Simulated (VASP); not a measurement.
The system is ZnCd2Te3.

```
Zn Cd Te
1.0
     4.46986    0.00000    0.00000
    -2.23493    3.87101    0.00000
     0.00000    0.00000    9.64830
Zn Cd Te
1 2 3
Direct
  0.00000 0.00000 0.50000
  0.33333 0.66667 0.50000
  0.66667 0.33333 0.50000
  0.00000 0.00000 0.00000
  0.33333 0.66667 0.00000
  0.66667 0.33333 0.00000
```

| Property | Result |
| --- | --- |
| Program | VASP 6.6.1 |
| Task | relaxation of cell and atoms |
| Functional | PBE |
| Potentials or basis | VASP PAW PBE potentials, release 64 (Zn, Cd, Te) |
| Cutoff | 600 eV |
| k mesh | 6 × 6 × 2 |
| Occupations | gaussian, width 0.1 eV |
| Spin | no spin polarisation |

At the start: pressure 40.5 GPa; volume 27.82 Å³/atom.

**Question.** Where does the relaxation end?

**Answer.** Over 14 steps the energy falls by 1779.1 meV/atom and the volume is 28.40 Å³/atom (+2.1 %); space group P6/mmm (No. 191, to 0.05 Å).

Step by step:
| step | energy change (eV) | largest force (eV/Å) | pressure (GPa) | volume (Å³) |
| --- | --- | --- | --- | --- |
| 1 | 0.0000 | 0.0000 | 40.48 | 166.94 |
| 2 | -5.8584 | 0.0000 | -3.59 | 378.95 |
| 3 | -9.4183 | 0.0000 | -1.15 | 250.82 |
| 4 | -9.4294 | 0.0000 | -0.94 | 248.67 |
| 5 | -9.4391 | 0.0000 | -0.52 | 244.30 |
| 6 | -9.4381 | 0.0000 | -0.35 | 242.61 |
| 7 | -9.4750 | 0.0000 | -0.40 | 238.88 |
| 8 | -9.6120 | 0.0000 | -0.53 | 227.68 |
| 9 | -10.0138 | 0.0000 | -0.76 | 205.22 |
| 10 | -10.5548 | 0.0000 | 2.19 | 160.02 |
| 11 | -10.6111 | 0.0000 | -0.53 | 177.26 |
| 12 | -10.6682 | 0.0000 | 0.58 | 168.32 |
| 13 | -10.6372 | 0.0000 | -1.19 | 175.74 |
| 14 | -10.6744 | 0.0000 | -0.07 | 170.38 |

Final structure:
```
Zn Cd Te
1.0
     5.45742    0.00000    0.00000
    -2.72871    4.72627    0.00000
     0.00000    0.00000    6.60552
Zn Cd Te
1 2 3
Cartesian
  0.0000 0.0000 3.3028
  0.0000 3.1508 3.3028
  2.7287 1.5754 3.3028
  0.0000 0.0000 0.0000
  0.0000 3.1508 0.0000
  2.7287 1.5754 0.0000
```
